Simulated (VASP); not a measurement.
A run of VASP 6.6.1 is set up as follows.

Contents of INCAR:

```
SYSTEM = SiC
PREC = Accurate
ENCUT = 600
EDIFF = 1E-6
ISMEAR = 0
SIGMA = 0.01
LREAL = .False.
LASPH = .True.
NELM = 120
ALGO = Normal
ISIF = 2
LWAVE = .False.
LCHARG = .False.
GGA = PS
NBANDS = 11
GGA_COMPAT = .False.
```

Contents of KPOINTS:

```
regular mesh
0
Gamma
  6 6 6
  0 0 0
```

Contents of POSCAR:

```
SiC
1.0
   -0.0160092084      2.1646504855      2.1646504855
    2.1646504855     -0.0160092084      2.1646504855
    2.1646504855      2.1646504855     -0.0160092084
Si C
1 1
Direct
   -0.0004004706     -0.0004004706     -0.0004004706
    0.2504004706      0.2504004706      0.2504004706
```

Potentials or basis: VASP PAW PBE potentials, release 64 (Si, C).

Run with:

```bash
$ cat potpaw_PBE.64/Si/POTCAR potpaw_PBE.64/C/POTCAR > POTCAR
$ mpirun -np 1 vasp_std > vasp.out
```

Predict the pressure.

2.1 GPa.

Estimate the band gap on the k mesh.

1.14 eV, indirect (least direct gap 4.38 eV).

Stress tensor (GPa, compression positive):
```
2.08 1.82 1.82
1.82 2.08 1.82
1.82 1.82 2.08
```

Caveat: the PAW data sets were made with another functional, which shifts forces and pressure a little. A k mesh can miss the band edges.
